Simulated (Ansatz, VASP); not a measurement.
# Two plane-wave programs on As

```
As
1.0
     1.84902   -5.57238    0.00000
     1.84902    5.57238    0.00000
     0.00000    0.00000    4.52882
As
4
Direct
  0.39000 0.61000 0.56000
  0.89000 0.11000 0.94000
  0.61000 0.39000 0.44000
  0.11000 0.89000 0.06000
```

Alike in both runs: task single point; functional LDA; k mesh 8 × 8 × 6; occupations fermi-dirac, width 0.05 eV; no spin polarisation.

|  | VASP | Ansatz |
| --- | --- | --- |
| version | VASP 6.6.1 | Ansatz 0.2.0 |
| potentials or method | VASP PAW LDA potentials, release 64 (As) | Ansatz PAW |
| plane-wave cutoff (eV) | 520 | 420 |
| valence electrons in the cell | 20 | 60 |

Ansatz gave:

- gap on the k mesh at the Fermi level (eV): 0.08
- least direct gap on the mesh (eV): 0.15
- pressure (GPa): -4.3
- traceless stress, the component that is largest in VASP (GPa): -0.73
- rms of the force components (eV/Å): 0.258

Question: What did VASP give for the same quantities?

Answer: gap on the k mesh at the Fermi level (eV): 0.07; least direct gap on the mesh (eV): 0.14; pressure (GPa): -4.0; traceless stress, the component that is largest in VASP (GPa): -0.75; rms of the force components (eV/Å): 0.222.

LDA's correlation is that of Perdew and Zunger in VASP and of Perdew and Wang (1992) in Ansatz. Atom by atom the forces differ by 0.038 eV/Å (rms over components). VASP's potentials hold 20 valence electrons a cell and Ansatz's 60, so a difference there can come from the potentials and not from the codes.
